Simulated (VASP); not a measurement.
# Cs (Fm-3m) in VASP: notebook

The runs below take Cs through relaxation of cell and atoms, single point, with PBE+D3(BJ), PBE+D4, PBEsol.

Program: VASP 6.6.1. These are calculated values, not measurements. Logs are shortened: lines on timing, memory, paths and dates and some standing lists are left out, and cuts for length are marked.

## Step 1: The cell of the first run

Symmetry: Fm-3m, No. 225, cubic system. The conventional cell has a = 7.897 Å, b = 7.897 Å, c = 7.897 Å, α = 90.00°, β = 90.00°, γ = 90.00°.

## Step 2: Relaxation of cell and atoms, PBE+D3(BJ)

Input file INCAR:

```
SYSTEM = Cs
PREC = Accurate ; ENCUT = 600
EDIFF = 1E-6 ; ISMEAR = -1
SIGMA = 0.05 ; LREAL = .False.
LASPH = .True. ; NELM = 60
ALGO = Normal ; ISIF = 3
LWAVE = .False. ; LCHARG = .False.
GGA = PE ; IVDW = 12
IBRION = 2 ; NSW = 60
EDIFFG = -0.01
```

Input file KPOINTS:

```
Automatic mesh
0
Gamma
  6 6 6
  0 0 0
```

Input file POSCAR:

```
Cs
1.0
    0.0000000000      3.9483357400      3.9483357400
    3.9483357400      0.0000000000      3.9483357400
    3.9483357400      3.9483357400      0.0000000000
Cs
1
Direct
    0.0000000000      0.0000000000      0.0000000000
```

Potentials or basis: VASP PAW PBE potentials, release 64 (Cs_sv).

Launch:

```console
> cat potpaw_PBE.64/Cs_sv/POTCAR > POTCAR
> mpirun -np 1 vasp_std > vasp.out
```

OUTCAR:

```text
SYSTEM = Cs
   PREC = Accurate
   ENCUT = 600
   EDIFF = 1E-6
   ISMEAR = -1
   LREAL = .False.
   LASPH = .True.
   NELM = 60
   ISIF = 3
   GGA = PE
   IVDW = 12
   IBRION = 2
   NSW = 60
   EDIFFG = -0.01
 IVDW          = 12

 ion  position               nearest neighbor table
   1  0.000  0.000  0.000-

  LATTYP: Found a face centered cubic cell.
 ALAT       =     7.8966714800

  Lattice vectors:

 A1 = (   0.0000000000,   3.9483357400,   3.9483357400)
 A2 = (   3.9483357400,   0.0000000000,   3.9483357400)
 A3 = (   3.9483357400,   3.9483357400,   0.0000000000)

Analysis of symmetry for initial positions (statically):
=====================================================================
 Subroutine PRICEL returns:
 Original cell was already a primitive cell.

 Routine SETGRP: Setting up the symmetry group for a
 face centered cubic supercell.

 Subroutine GETGRP returns: Found 48 space group operations
 (whereof 48 operations were pure point group operations)
 out of a pool of 48 trial point group operations.

The static configuration has the point symmetry O_h .

Analysis of symmetry for dynamics (positions and initial velocities):
=====================================================================
 Subroutine PRICEL returns:
 Original cell was already a primitive cell.

 Routine SETGRP: Setting up the symmetry group for a
 face centered cubic supercell.

 Subroutine GETGRP returns: Found 48 space group operations
 (whereof 48 operations were pure point group operations)
 out of a pool of 48 trial point group operations.

The dynamic configuration has the point symmetry O_h .

 Subroutine INISYM returns: Found 48 space group operations
 (whereof 48 operations are pure point group operations),
 and found     1 'primitive' translations

----------------------------------------------------------------------------------------

                                     Primitive cell

  volume of cell :     123.1040

  direct lattice vectors                    reciprocal lattice vectors
     0.000000000  3.948335740  3.948335740    -0.126635634  0.126635634  0.126635634
     3.948335740  0.000000000  3.948335740     0.126635634 -0.126635634  0.126635634
     3.948335740  3.948335740  0.000000000     0.126635634  0.126635634 -0.126635634

  length of vectors
     5.583789952  5.583789952  5.583789952     0.219339352  0.219339352  0.219339352

  position of ions in fractional coordinates (direct lattice)
     0.000000000  0.000000000  0.000000000

[... 34 lines left out ...]
  0.333333  0.000000  0.000000      8.000000
  0.500000  0.000000  0.000000      4.000000
  0.166667  0.166667  0.000000      6.000000
  0.333333  0.166667  0.000000     24.000000
[... 8 lines left out ...]
 -0.333333  0.333333  0.166667     24.000000
 -0.333333  0.500000  0.166667     12.000000
   k-points           NKPTS =     16   k-points in BZ     NKDIM =     16   number of bands    NBANDS=      8
   number of dos      NEDOS =    301   number of ions     NIONS =      1
   total plane-waves  NPLWV = 110592
   dimension x,y,z NGX =    48 NGY =   48 NGZ =   48
   dimension x,y,z NGXF=    96 NGYF=   96 NGZF=   96
   ions per type =               1
   NGX,Y,Z   is equivalent  to a cutoff of  14.29, 14.29, 14.29 a.u.
   NGXF,Y,Z  is equivalent  to a cutoff of  28.58, 28.58, 28.58 a.u.
 SYSTEM =  Cs
   PREC   = accura    normal or accurate (medium, high low for compatibility)
   ISTART =      0    job   : 0-new  1-cont  2-samecut
   ICHARG =      2    charge: 1-file 2-atom 10-const
   ISPIN  =      1    spin polarized calculation?
   LNONCOLLINEAR =      F non collinear calculations
   LSORBIT =      F    spin-orbit coupling
   LASPH  =      T    aspherical Exc in radial PAW
   ENCUT  =  600.0 eV  44.10 Ry    6.64 a.u.  11.15 11.15 11.15*2*pi/ulx,y,z
   NELM   =     60;   NELMIN=  2; NELMDL= -5     # of ELM steps
   EDIFF  = 0.1E-05   stopping-criterion for ELM
   LREAL  =      F    real-space projection
   EDIFFG = -.1E-01   stopping-criterion for IOM
   NSW    =     60    number of steps for IOM
   IBRION =      2    ionic relax: 0-MD 1-quasi-New 2-CG
   NFREE  =      1    steps in history (QN), initial steepest desc. (CG)
   ISIF   =      3    stress and relaxation
   ISYM   =      2    0-nonsym 1-usesym 2-fastsym
   POTIM  = 0.5000    time-step for ionic-motion
   TEBEG  =    0.0;   TEEND  =   0.0 temperature during run
   PSTRESS=    0.0 pullay stress
   NELECT =       9.0000    total number of electrons
   NUPDOWN=      -1.0000    fix difference up-down
   EMIN   =  10.00;   EMAX   =-10.00  energy-range for DOS
   EFERMI =   0.00;   METHOD = LEGACY
   ISMEAR =    -1;   SIGMA  =   0.05  broadening in eV -4-tet -1-fermi 0-gaus
   EFERMI_NEDOS =   21; number of points for ismear=-14 and -15
   IALGO  =     38    algorithm
   IMIX   =      4    mixing-type and parameters
     AMIX     =   0.40;   BMIX     =  1.00
     AMIX_MAG =   1.60;   BMIX_MAG =  1.00
  volume/ion in A,a.u.               =     123.10       830.75
  Fermi-wavevector in a.u.,A,eV,Ry     =   0.684539  1.293591  6.375605  0.468594
  Thomas-Fermi vector in A             =   1.764221
   LORBIT       =      0    0 simple, 1 ext, 2 COOP (PROOUT), +10 PAW based schemes
   GGA     = PE    functional components
   LHFCALC =     F    Hartree Fock is set to
   AEXX    =    0.0000 exact exchange contribution
   IVDW    =    12    specifies the selected vdW correction
   LEPSILON=     F    determine dielectric tensor
   LRPA    =     F    only Hartree local field effects (RPA)
 conjugate gradient relaxation of ions
 non-spin polarized calculation
  energy-cutoff  :      600.00
  volume of cell :      123.10
 maximum number of plane-waves:      4128
 NGX is ok and might be reduce to    48
   NGX = 23   NGY = 23   NGZ = 23

--------------------------------------- Ionic step        1  -------------------------------------------

 number of electron       9.0000001 magnetization

 Free energy of the ion-electron system (eV)
  ---------------------------------------------------
  ext. energy  EPLUGINS =         0.00000000
  ---------------------------------------------------
  free energy    TOTEN  =        -0.84599161 eV

  energy without entropy =       -0.83202281  energy(sigma->0) =       -0.83900721

------------------------ aborting loop because EDIFF is reached ----------------------------------------

 Edisp (eV)   -0.08287

 E8    (eV) :    -0.0497
[... 108 lines left out ...]
--------------------------------------- Ionic step        4  -------------------------------------------

 number of electron       9.0000000 magnetization

 Free energy of the ion-electron system (eV)
  ---------------------------------------------------
  ext. energy  EPLUGINS =         0.00000000
  ---------------------------------------------------
  free energy    TOTEN  =        -0.84428642 eV

  energy without entropy =       -0.82978803  energy(sigma->0) =       -0.83703722

 E-fermi :   0.5112     XC(G=0):  -5.4823

 val. band max:        0.4898727044   @ k =   0.5000   0.0000   0.0000
 cond. band min:       0.6341476861   @ k =   0.5000   0.1667   0.0000
 fundamental gap:      0.1442749817
 Fermi energy:         0.5112051859

 k-point     1 :       0.0000    0.0000    0.0000
  band No.  band energies     occupation
      1     -23.3059      2.00000
      2     -10.0459      2.00000
      3     -10.0459      2.00000
      4     -10.0459      2.00000
      5      -1.1799      2.00000
      6       2.9945      0.00000
      7       2.9945      0.00000
      8       2.9945      0.00000
[... 195 lines left out ...]
  FREE ENERGIE OF THE ION-ELECTRON SYSTEM (eV)
  ---------------------------------------------------
  free  energy   TOTEN  =        -0.9354402155 eV

  energy  without entropy=       -0.9209418206  energy(sigma->0) =       -0.92819102

 reached required accuracy - stopping structural energy minimisation
```

Wall time 57 s (1 thread of Intel Xeon Platinum 8259CL at 2.50GHz (Skylake/Cascade Lake), shared host); peak memory 0.33 GiB.

What came out:

```yaml
Free_energy: -0.9354 eV
Relaxed_volume: 111.61 Å³/atom
Relaxed_cell: a = 5.404 Å, b = 5.404 Å, c = 5.404 Å, α = 60.00°, β = 60.00°, γ = 60.00°
Space_group_after_relaxing_to_0.05_Å: Fm-3m (No. 225)
Energy_gained_by_relaxing: 6.6 meV/atom
Ionic_steps: 4
Pressure_after_relaxing: 0.0 GPa
Dispersion_energy_per_atom: -0.091 eV
```

The path:
| step | energy change (eV) | largest force (eV/Å) | pressure (GPa) | volume (Å³) |
| --- | --- | --- | --- | --- |
| 1 | 0.0000 | 0.0000 | -0.17 | 123.10 |
| 2 | -0.0024 | 0.0000 | -0.15 | 120.73 |
| 3 | -0.0063 | 0.0000 | -0.04 | 114.09 |
| 4 | -0.0066 | 0.0000 | 0.00 | 111.61 |

Final structure:
```cif
data_structure
_symmetry_space_group_name_H-M 'P 1'
_symmetry_Int_Tables_number 1
_cell_length_a 5.4043
_cell_length_b 5.4043
_cell_length_c 5.4043
_cell_angle_alpha 60.000
_cell_angle_beta 60.000
_cell_angle_gamma 60.000
_cell_volume 111.61
loop_
_atom_site_label
_atom_site_type_symbol
_atom_site_fract_x
_atom_site_fract_y
_atom_site_fract_z
_atom_site_occupancy
Cs1 Cs 0.00000 0.00000 0.00000 1
```

Caveat: spin-orbit coupling is left out, which moves the levels of the heavy elements; pairwise dispersion overbinds metals, which lowers pressure and volume.

## Step 3: Relaxation of cell and atoms, PBE+D4

Input file INCAR:

```
  PREC = Accurate
  ENCUT = 600
  EDIFF = 1E-6
  ISMEAR = -1
  SIGMA = 0.05
  LREAL = False
  LASPH = True
  NELM = 100
  ALGO = Fast
  ISIF = 3
  LWAVE = False
  LCHARG = False
  GGA = PE
  IVDW = 13
  IBRION = 2
  NSW = 60
  EDIFFG = -0.01
```

Input file KPOINTS:

```
Automatic mesh
0
Gamma
  6 6 6
```

POSCAR is that of step 2.

Potentials or basis: VASP PAW PBE potentials, release 64 (Cs_sv).

Launch:

```console
> cat potpaw_PBE.64/Cs_sv/POTCAR > POTCAR
> mpirun -np 1 vasp_std > vasp.out
```

OUTCAR:

```text
PREC = Accurate
   ENCUT = 600
   EDIFF = 1E-6
   ISMEAR = -1
   LREAL = False
   LASPH = True
   NELM = 100
   ISIF = 3
   GGA = PE
   IVDW = 13
   IBRION = 2
   NSW = 60
   EDIFFG = -0.01

 ion  position               nearest neighbor table
   1  0.000  0.000  0.000-

  LATTYP: Found a face centered cubic cell.
 ALAT       =     7.8966714800

  Lattice vectors:

 A1 = (   0.0000000000,   3.9483357400,   3.9483357400)
 A2 = (   3.9483357400,   0.0000000000,   3.9483357400)
 A3 = (   3.9483357400,   3.9483357400,   0.0000000000)

Analysis of symmetry for initial positions (statically):
=====================================================================
 Subroutine PRICEL returns:
 Original cell was already a primitive cell.

 Routine SETGRP: Setting up the symmetry group for a
 face centered cubic supercell.

 Subroutine GETGRP returns: Found 48 space group operations
 (whereof 48 operations were pure point group operations)
 out of a pool of 48 trial point group operations.

The static configuration has the point symmetry O_h .

Analysis of symmetry for dynamics (positions and initial velocities):
=====================================================================
 Subroutine PRICEL returns:
 Original cell was already a primitive cell.

 Routine SETGRP: Setting up the symmetry group for a
 face centered cubic supercell.

[... 120 lines left out ...]
   AEXX    =    0.0000 exact exchange contribution
   IVDW    =    13    specifies the selected vdW correction
   LEPSILON=     F    determine dielectric tensor
   LRPA    =     F    only Hartree local field effects (RPA)
 conjugate gradient relaxation of ions
 non-spin polarized calculation
 RMM-DIIS sequential band-by-band and
  energy-cutoff  :      600.00
  volume of cell :      123.10
 maximum number of plane-waves:      4128
 NGX is ok and might be reduce to    48
   NGX = 23   NGY = 23   NGZ = 23

--------------------------------------- Ionic step        1  -------------------------------------------

 number of electron       9.0000001 magnetization

 Free energy of the ion-electron system (eV)
  ---------------------------------------------------
  ext. energy  EPLUGINS =         0.00000000
  ---------------------------------------------------
  free energy    TOTEN  =        -0.84599169 eV

  energy without entropy =       -0.83202269  energy(sigma->0) =       -0.83900719

------------------------ aborting loop because EDIFF is reached ----------------------------------------

  DFT-D4 for vdW energy calculation

  Edisp (eV):   -0.05981
[... 108 lines left out ...]
--------------------------------------- Ionic step        4  -------------------------------------------

 number of electron       9.0000000 magnetization

 Free energy of the ion-electron system (eV)
  ---------------------------------------------------
  ext. energy  EPLUGINS =         0.00000000
  ---------------------------------------------------
  free energy    TOTEN  =        -0.84569610 eV

  energy without entropy =       -0.83131325  energy(sigma->0) =       -0.83850467

 E-fermi :   0.4632     XC(G=0):  -5.4361

 val. band max:        0.4491285276   @ k =   0.5000   0.0000   0.0000
 cond. band min:       0.5869434767   @ k =   0.5000   0.1667   0.0000
 fundamental gap:      0.1378149491
 Fermi energy:         0.4631828511

 k-point     1 :       0.0000    0.0000    0.0000
  band No.  band energies     occupation
      1     -23.3627      2.00000
      2     -10.1056      2.00000
      3     -10.1056      2.00000
      4     -10.1056      2.00000
      5      -1.2080      2.00000
      6       2.9378      0.00000
      7       2.9378      0.00000
      8       2.9378      0.00000
[... 195 lines left out ...]
  FREE ENERGIE OF THE ION-ELECTRON SYSTEM (eV)
  ---------------------------------------------------
  free  energy   TOTEN  =        -0.9104322146 eV

  energy  without entropy=       -0.8960493586  energy(sigma->0) =       -0.90324079

 reached required accuracy - stopping structural energy minimisation
```

Wall time 72 s (1 thread of Intel Xeon Platinum 8259CL at 2.50GHz (Skylake/Cascade Lake), shared host); peak memory 0.32 GiB.

What came out:

* Free energy: -0.9104 eV
* Relaxed volume: 113.66 Å³/atom
* Relaxed cell: a = 5.437 Å, b = 5.437 Å, c = 5.437 Å, α = 60.00°, β = 60.00°, γ = 60.00°
* Space group after relaxing (to 0.05 Å): Fm-3m (No. 225)
* Energy gained by relaxing: 4.6 meV/atom
* Ionic steps: 4
* Pressure after relaxing: 0.0 GPa
* Dispersion energy per atom: -0.065 eV

The path:
```
step  energy change (eV)  largest force (eV/Å)  pressure (GPa)  volume (Å³)
   1              0.0000                0.0000           -0.15       123.10
   2             -0.0017                0.0000           -0.12       121.04
   3             -0.0045                0.0000           -0.02       114.99
   4             -0.0046                0.0000            0.00       113.66
```

Final structure:
```cif
data_structure
_symmetry_space_group_name_H-M 'P 1'
_symmetry_Int_Tables_number 1
_cell_length_a 5.4372
_cell_length_b 5.4372
_cell_length_c 5.4372
_cell_angle_alpha 60.000
_cell_angle_beta 60.000
_cell_angle_gamma 60.000
_cell_volume 113.66
loop_
_atom_site_label
_atom_site_type_symbol
_atom_site_fract_x
_atom_site_fract_y
_atom_site_fract_z
_atom_site_occupancy
Cs1 Cs 0.00000 0.00000 0.00000 1
```

Caveat: spin-orbit coupling is left out, which moves the levels of the heavy elements; pairwise dispersion overbinds metals, which lowers pressure and volume.

## Step 4: Single point, PBEsol

Input file INCAR:

```
PREC = Accurate
ENCUT = 520
EDIFF = 1E-6
ISMEAR = -1
SIGMA = 0.05
LREAL = False
LASPH = True
NELM = 80
ALGO = Normal
ISIF = 2
LWAVE = False
LCHARG = False
GGA = PS
NBANDS = 10
```

Input file KPOINTS:

```
regular mesh
0
Gamma
  5 5 5
```

POSCAR is that of step 3.

Launch:

```console
> cat potpaw_PBE.64/Cs_sv/POTCAR > POTCAR
> mpirun -np 1 vasp_std > vasp.out
```

Run time: 10 s. Hardware: 1 thread of AMD EPYC 7R13 (Zen 3), shared host; peak memory 0.2 GiB.

Results (log left out):

| Item | Value |
| --- | --- |
| Free energy | -0.9579 eV |
| Pressure | -0.2 GPa |

Levels at points of the mesh, in eV from the Fermi level:
```tsv
k point	band 3	band 4	band 5	band 6	band 7	band 8
(0.00, 0.00, 0.00)	-10.66	-10.66	-1.65	2.38	2.38	2.38
```

Caveat: the PAW data sets were made with another functional, which shifts forces and pressure a little; spin-orbit coupling is left out, which moves the levels of the heavy elements.

## Step 5: Summary

```csv
task,level,cell,k mesh,cutoff (eV),gap on the mesh (eV),pressure (GPa),relaxed volume (Å³/atom)
relaxation of cell and atoms,PBE+D3(BJ),relaxed,6 × 6 × 6,600,none,0.0,111.61
relaxation of cell and atoms,PBE+D4,relaxed,6 × 6 × 6,600,none,0.0,113.66
single point,PBEsol,as given,5 × 5 × 5,520,none,-0.2,-
```

Alike in all rows: potentials or basis VASP PAW PBE potentials, release 64 (Cs_sv); no spin polarisation; smearing fermi-dirac 0.05 eV.

Caveats: spin-orbit coupling is left out, which moves the levels of the heavy elements; pairwise dispersion overbinds metals, which lowers pressure and volume (some runs); the PAW data sets were made with another functional, which shifts forces and pressure a little (some runs).

Absolute energies hang on the potentials; compare differences alone.
